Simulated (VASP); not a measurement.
# CsC (P-6m2) in VASP: a series of runs

Runs on CsC. Level: PBE. Tasks: single point, relaxation of cell and atoms.

Program: VASP 6.6.1. These are calculated values, not measurements. Logs are shortened: lines on timing, memory, paths and dates and some standing lists are left out, and cuts for length are marked.

## 1. The cell of the first run

The structure is hexagonal, space group P-6m2 (No. 187). The conventional cell has a = 3.842 Å, b = 3.842 Å, c = 3.747 Å, α = 90.00°, β = 90.00°, γ = 120.00°. Cs (site symmetry -6m2) has 6 C at 2.90 Å and 8 Cs at 3.75 to 3.84 Å within 3.9 Å. Within 3.9 Å of C (site symmetry -6m2) lie 6 Cs at 2.90 Å and 8 C at 3.75 to 3.84 Å.

## 2. Single point, PBE

Contents of INCAR:

```
PREC = Accurate ; ENCUT = 520
EDIFF = 1E-6 ; ISMEAR = 0
SIGMA = 0.1 ; LREAL = F
LASPH = T ; NELM = 100
ALGO = Normal ; ISIF = 2
LWAVE = F ; LCHARG = F
GGA = PE ; NBANDS = 14
```

Contents of KPOINTS:

```
Automatic mesh
0
Gamma
  6 6 6
```

Contents of POSCAR:

```
CsC
1.0
    3.8418156357      0.0000000000      0.0000000000
   -1.9209078179      3.3271099372      0.0000000000
    0.0000000000      0.0000000000      3.7471094820
Cs C
1 1
Direct
    0.0000000000      0.0000000000      0.0000000000
    0.6666666667      0.3333333333      0.5000000000
```

Potentials or basis: VASP PAW PBE potentials, release 64 (Cs_sv, C).

Command:

```bash
$ cat potpaw_PBE.64/Cs_sv/POTCAR potpaw_PBE.64/C/POTCAR > POTCAR
$ mpirun -np 1 vasp_std > vasp.out
```

OUTCAR:

```text
PREC = Accurate
   ENCUT = 520
   EDIFF = 1E-6
   ISMEAR = 0
   LREAL = F
   LASPH = T
   NELM = 100
   ISIF = 2
   GGA = PE

 ion  position               nearest neighbor table
   1  0.000  0.000  0.000-
   2  0.667  0.333  0.500-

  LATTYP: Found a hexagonal cell.
 ALAT       =     3.8418156357
 C/A-ratio  =     0.9753485949

  Lattice vectors:

 A1 = (   3.8418156357,   0.0000000000,   0.0000000000)
 A2 = (  -1.9209078179,   3.3271099372,   0.0000000000)
 A3 = (   0.0000000000,   0.0000000000,   3.7471094820)

Analysis of symmetry for initial positions (statically):
=====================================================================
 Subroutine PRICEL returns:
 Original cell was already a primitive cell.

 Routine SETGRP: Setting up the symmetry group for a
 hexagonal supercell.

 Subroutine GETGRP returns: Found 12 space group operations
 (whereof 12 operations were pure point group operations)
 out of a pool of 24 trial point group operations.

The static configuration has the point symmetry D_3h.

Analysis of symmetry for dynamics (positions and initial velocities):
=====================================================================
 Subroutine PRICEL returns:
 Original cell was already a primitive cell.

 Routine SETGRP: Setting up the symmetry group for a
 hexagonal supercell.

 Subroutine GETGRP returns: Found 12 space group operations
 (whereof 12 operations were pure point group operations)
 out of a pool of 24 trial point group operations.

The dynamic configuration has the point symmetry D_3h.

 Subroutine INISYM returns: Found 12 space group operations
 (whereof 12 operations are pure point group operations),
 and found     1 'primitive' translations

----------------------------------------------------------------------------------------

                                     Primitive cell

  volume of cell :      47.8961

  direct lattice vectors                    reciprocal lattice vectors
     3.841815636  0.000000000  0.000000000     0.260293594  0.150280577  0.000000000
    -1.920907818  3.327109937  0.000000000     0.000000000  0.300561153  0.000000000
     0.000000000  0.000000000  3.747109482     0.000000000  0.000000000  0.266872373

  length of vectors
     3.841815636  3.841815636  3.747109482     0.300561153  0.300561153  0.266872373

  position of ions in fractional coordinates (direct lattice)
     0.000000000  0.000000000  0.000000000
     0.666666667  0.333333333  0.500000000

  ion indices of the primitive-cell ions
   primitive index   ion index
                 1           1
                 2           2

----------------------------------------------------------------------------------------

 KPOINTS: Automatic mesh

Automatic generation of k-mesh.
 Grid dimensions read from file:
 generate k-points for:    6    6    6

 Generating k-lattice:

  Cartesian coordinates                     Fractional coordinates (reciprocal lattice)
     0.043382266  0.025046763  0.000000000     0.166666667  0.000000000  0.000000000
     0.000000000  0.050093526  0.000000000     0.000000000  0.166666667  0.000000000
     0.000000000  0.000000000  0.044478729     0.000000000  0.000000000  0.166666667

  Length of vectors
     0.050093526  0.050093526  0.044478729

  Shift w.r.t. Gamma in fractional coordinates (k-lattice)
     0.000000000  0.000000000  0.000000000

 Subroutine IBZKPT returns following result:
 ===========================================

 Found     28 irreducible k-points:

 Following reciprocal coordinates:
            Coordinates               Weight
  0.000000  0.000000  0.000000      1.000000
  0.166667  0.000000  0.000000      6.000000
  0.333333  0.000000  0.000000      6.000000
  0.500000  0.000000  0.000000      3.000000
  0.166667  0.166667  0.000000      6.000000
  0.333333  0.166667  0.000000     12.000000
[... 16 lines left out ...]
  0.166667  0.000000  0.500000      6.000000
  0.333333  0.000000  0.500000      6.000000
 [... further k-points ...]
   k-points           NKPTS =     28   k-points in BZ     NKDIM =     28   number of bands    NBANDS=     14
   number of dos      NEDOS =    301   number of ions     NIONS =      2
   total plane-waves  NPLWV =  25200
   dimension x,y,z NGX =    30 NGY =   30 NGZ =   28
   dimension x,y,z NGXF=    60 NGYF=   60 NGZF=   56
   ions per type =               1   1
   NGX,Y,Z   is equivalent  to a cutoff of  12.98, 12.98, 12.42 a.u.
   NGXF,Y,Z  is equivalent  to a cutoff of  25.96, 25.96, 24.85 a.u.
 SYSTEM =  unknown system
   PREC   = accura    normal or accurate (medium, high low for compatibility)
   ISTART =      0    job   : 0-new  1-cont  2-samecut
   ICHARG =      2    charge: 1-file 2-atom 10-const
   ISPIN  =      1    spin polarized calculation?
   LNONCOLLINEAR =      F non collinear calculations
   LSORBIT =      F    spin-orbit coupling
   LASPH  =      T    aspherical Exc in radial PAW
   ENCUT  =  520.0 eV  38.22 Ry    6.18 a.u.   7.14  7.14  6.97*2*pi/ulx,y,z
   NELM   =    100;   NELMIN=  2; NELMDL= -5     # of ELM steps
   EDIFF  = 0.1E-05   stopping-criterion for ELM
   LREAL  =      F    real-space projection
   EDIFFG = 0.1E-04   stopping-criterion for IOM
   NSW    =      0    number of steps for IOM
   IBRION =     -1    ionic relax: 0-MD 1-quasi-New 2-CG
   NFREE  =      0    steps in history (QN), initial steepest desc. (CG)
   ISIF   =      2    stress and relaxation
   ISYM   =      2    0-nonsym 1-usesym 2-fastsym
   POTIM  = 0.5000    time-step for ionic-motion
   TEBEG  =    0.0;   TEEND  =   0.0 temperature during run
   PSTRESS=    0.0 pullay stress
   NELECT =      13.0000    total number of electrons
   NUPDOWN=      -1.0000    fix difference up-down
   EMIN   =  10.00;   EMAX   =-10.00  energy-range for DOS
   EFERMI =   0.00;   METHOD = LEGACY
   ISMEAR =     0;   SIGMA  =   0.10  broadening in eV -4-tet -1-fermi 0-gaus
   EFERMI_NEDOS =   21; number of points for ismear=-14 and -15
   IALGO  =     38    algorithm
   IMIX   =      4    mixing-type and parameters
     AMIX     =   0.40;   BMIX     =  1.00
     AMIX_MAG =   1.60;   BMIX_MAG =  1.00
  volume/ion in A,a.u.               =      23.95       161.61
  Fermi-wavevector in a.u.,A,eV,Ry     =   1.059959  2.003033 15.286337  1.123514
  Thomas-Fermi vector in A             =   2.195324
   LORBIT       =      0    0 simple, 1 ext, 2 COOP (PROOUT), +10 PAW based schemes
   GGA     = PE    functional components
   LHFCALC =     F    Hartree Fock is set to
   AEXX    =    0.0000 exact exchange contribution
   IVDW    =     0    specifies the selected vdW correction
   LEPSILON=     F    determine dielectric tensor
   LRPA    =     F    only Hartree local field effects (RPA)
 non-spin polarized calculation
 Gauss-broadening in eV      SIGMA  =   0.10
  energy-cutoff  :      520.00
  volume of cell :       47.90
 maximum number of plane-waves:      1311
 NGX is ok and might be reduce to    30
   NGX = 15   NGY = 15   NGZ = 13

 number of electron      13.0000000 magnetization

 Free energy of the ion-electron system (eV)
  ---------------------------------------------------
  ext. energy  EPLUGINS =         0.00000000
  ---------------------------------------------------
  free energy    TOTEN  =        -4.16347353 eV

  energy without entropy =       -4.14665413  energy(sigma->0) =       -4.15506383

 E-fermi :   2.6220     XC(G=0):  -9.4882

 val. band max:        2.6209405951   @ k =   0.1667   0.1667   0.1667
 cond. band min:       2.6747615587   @ k =   0.3333   0.1667   0.1667
 fundamental gap:      0.0538209636
 Fermi energy:         2.6220150716

 k-point     1 :       0.0000    0.0000    0.0000
  band No.  band energies     occupation
      1     -18.9008      2.00000
      2      -5.9733      2.00000
      3      -5.0998      2.00000
      4      -4.7297      2.00000
      5      -4.7297      2.00000
      6       2.7921      0.01617
      7       2.7921      0.01617
      8       3.8442      0.00000
      9       5.6207      0.00000
     10       7.8652      0.00000
     11      10.1276      0.00000
     12      10.1276      0.00000
     13      12.6925      0.00000
     14      12.6925      0.00000

 k-point     2 :       0.1667    0.0000    0.0000
  band No.  band energies     occupation
      1     -18.8161      2.00000
      2      -6.7084      2.00000
      3      -4.9789      2.00000
      4      -4.8895      2.00000
      5      -4.3384      2.00000
      6       2.3548      1.99984
      7       3.0154      0.00000
      8       3.4745      0.00000
      9       6.2258      0.00000
     10       8.4279      0.00000
     11       9.8498      0.00000
     12      10.5337      0.00000
     13      12.3121      0.00000
     14      12.3220      0.00000

 k-point     3 :       0.3333    0.0000    0.0000
  band No.  band energies     occupation
      1     -18.6374      2.00000
      2      -7.7231      2.00000
      3      -5.1791      2.00000
      4      -4.7145      2.00000
      5      -3.9711      2.00000
      6       1.8544      2.00000
      7       2.7620      0.04774
      8       3.3699      0.00000
      9       6.3043      0.00000
     10       9.1647      0.00000
     11      11.4510      0.00000
     12      11.4684      0.00000
     13      11.7273      0.00000
     14      11.9323      0.00000
[... 324 lines left out ...]
 k-point    23 :       0.1667    0.0000    0.5000
  band No.  band energies     occupation
      1     -18.5740      2.00000
      2      -8.2810      2.00000
      3      -5.1259      2.00000
      4      -4.5806      2.00000
      5      -3.3206      2.00000
      6       1.9759      2.00000
      7       2.5852      1.39754
      8       2.8398      0.00207
      9       7.5340      0.00000
     10       9.1092      0.00000
     11       9.4162      0.00000
     12      10.3641      0.00000
     13      10.6819      0.00000
     14      13.2933      0.00000

 k-point    24 :       0.3333    0.0000    0.5000
  band No.  band energies     occupation
      1     -18.4179      2.00000
      2      -7.5969      2.00000
      3      -6.1851      2.00000
      4      -4.8098      2.00000
      5      -4.5158      2.00000
      6       2.2270      2.00000
      7       2.3451      1.99991
      8       2.7200      0.16572
      9       7.8212      0.00000
     10       9.0526      0.00000
     11      11.5810      0.00000
     12      11.9073      0.00000
     13      12.3302      0.00000
     14      15.2955      0.00000

 [... further k-points ...]

------------------------ aborting loop because EDIFF is reached ----------------------------------------

  FORCE on cell =-STRESS in cart. coord.  units (eV):
  Direction    XX          YY          ZZ          XY          YZ          ZX
  --------------------------------------------------------------------------------------
  -------------------------------------------------------------------------------------
  Total        1.5791347      1.5791347      1.9183997     -0.0000000      0.0000000      0.0000000
  in kB       52.8238080     52.8238080     64.1725998     -0.0000000      0.0000000      0.0000000
  external PRESSURE =      56.6067386 kB  Pullay stress =       0.0000000 kB

 VOLUME and BASIS-vectors are now :
 -----------------------------------------------------------------------------
  energy-cutoff  :      520.00
  volume of cell :       47.90
      direct lattice vectors                 reciprocal lattice vectors
     3.841815636  0.000000000  0.000000000     0.260293594  0.150280577  0.000000000
    -1.920907818  3.327109937  0.000000000     0.000000000  0.300561153  0.000000000
     0.000000000  0.000000000  3.747109482     0.000000000  0.000000000  0.266872373

 POSITION                                       TOTAL-FORCE (eV/Angst)
 -----------------------------------------------------------------------------------
      0.00000      0.00000      0.00000         0.000000      0.000000      0.000000
      1.92091      1.10904      1.87355         0.000000      0.000000      0.000000
 -----------------------------------------------------------------------------------
    total drift:                               -0.000000      0.000000      0.000000

  FREE ENERGIE OF THE ION-ELECTRON SYSTEM (eV)
  ---------------------------------------------------
  free  energy   TOTEN  =        -4.1634735329 eV

  energy  without entropy=       -4.1466541312  energy(sigma->0) =       -4.15506383
```

It took 25 s on 1 thread of Oxide Virtual Turin-like, shared host; peak memory 0.13 GiB.

Results:

| Item | Value |
| --- | --- |
| Free energy | -4.1635 eV |
| Pressure | 5.7 GPa |
| Band gap on the k mesh | zero (an odd number of electrons rules out a gap without spin polarisation) |

Levels at points of the mesh, in eV from the Fermi level:
```csv
k point,band 3,band 4,band 5,band 6,band 7,band 8,band 9,band 10
"(0.00, 0.00, 0.00)",-7.72,-7.35,-7.35,0.17,0.17,1.22,3.00,5.24
"(0.50, 0.00, 0.00)",-7.93,-7.19,-6.48,-0.89,-0.21,0.88,3.21,7.58
"(0.00, 0.00, 0.50)",-7.08,-7.08,-5.40,-1.14,0.17,0.17,5.99,6.00
"(0.50, 0.00, 0.50)",-9.26,-7.98,-7.54,-0.55,-0.29,-0.03,5.65,6.74
```

Caveat: the cell stands under pressure; spin-orbit coupling is left out, which moves the levels of the heavy elements.

## 3. Single point, PBE, collinear spin

This run uses another cell than the first one, of 38.75 Å³/atom.

Contents of INCAR:

```
SYSTEM = CsC
ALGO = Normal
EDIFF = 1E-6
ENCUT = 520
GGA = PE
ISIF = 2
ISMEAR = 0
ISPIN = 2
LASPH = .TRUE.
LCHARG = .FALSE.
LORBIT = 11
LREAL = .FALSE.
LWAVE = .FALSE.
MAGMOM = 0.24 2.38
NBANDS = 18
NELM = 150
PREC = Accurate
SIGMA = 0.1
```

Contents of KPOINTS:

```
k-points
0
G
  6 6 4
  0 0 0
```

Contents of POSCAR:

```
CsC
1.0
    4.5908383110      0.0000000000      0.0000000000
   -2.2954191555      3.9757826020      0.0000000000
    0.0000000000      0.0000000000      4.2459633104
Cs C
1 1
Direct
    0.0000000000      0.0000000000      0.0000000000
    0.6666666667      0.3333333333      0.5000000000
```

Potentials or basis: VASP PAW PBE potentials, release 64 (Cs_sv, C).

Command:

```bash
$ cat potpaw_PBE.64/Cs_sv/POTCAR potpaw_PBE.64/C/POTCAR > POTCAR
$ mpirun -np 1 vasp_std > vasp.out
```

It took 81 s on 1 thread of Oxide Virtual Turin-like, shared host; peak memory 0.21 GiB.

It converged, with:

```
Free energy                                           : -5.4720 eV
Pressure                                              : 0.1 GPa
Band gap on the k mesh                                : 0.68 eV (least direct gap 1.01 eV)
Net moment                                            : 3.00 μB per cell
Site moments                                          : Cs +0.09; C +1.19 μB
Valence electrons inside the program's atomic spheres : Cs 6.57; C 2.11
```

Stress tensor (GPa, compression positive):
```
 0.19  0.00  0.00
 0.00  0.19  0.00
 0.00  0.00 -0.12
```

Levels at points of the mesh, in eV from the valence-band top:
Spin up:
```csv
k point,band 4,band 5,band 6,band 7,band 8,band 9,band 10,band 11,band 12,band 13
"(0.00, 0.00, 0.00)",-8.26,-8.17,-0.37,-0.37,0.00,2.76,3.57,5.92,5.92,7.77
"(0.50, 0.00, 0.00)",-8.07,-7.74,-1.11,-0.36,-0.19,3.40,5.23,6.44,6.89,7.16
"(0.00, 0.00, 0.50)",-8.17,-7.48,-1.37,-0.33,-0.33,4.62,5.22,5.22,5.94,5.94
"(0.50, 0.00, 0.50)",-8.37,-8.29,-0.80,-0.64,-0.63,4.32,4.89,7.04,8.13,8.40
```
Spin down:
| k point | band 1 | band 2 | band 3 | band 4 | band 5 | band 6 | band 7 | band 8 | band 9 | band 10 |
| --- | --- | --- | --- | --- | --- | --- | --- | --- | --- | --- |
| (0.00, 0.00, 0.00) | -21.55 | -8.16 | -8.16 | -8.05 | -5.80 | 2.30 | 2.30 | 2.97 | 3.14 | 4.02 |
| (0.50, 0.00, 0.00) | -21.50 | -8.85 | -8.29 | -7.97 | -5.23 | 1.01 | 2.42 | 2.69 | 3.65 | 6.26 |
| (0.00, 0.00, 0.50) | -21.49 | -8.94 | -8.08 | -8.08 | -5.02 | 0.68 | 2.53 | 2.53 | 5.46 | 5.46 |
| (0.50, 0.00, 0.50) | -21.45 | -8.65 | -8.59 | -8.20 | -5.48 | 1.53 | 1.74 | 1.95 | 4.65 | 5.94 |

Caveat: spin-orbit coupling is left out, which moves the levels of the heavy elements.

(Continued in part 2 of 2.)

The gap in the log of VASP goes by the Fermi energy; the results here count the filled bands.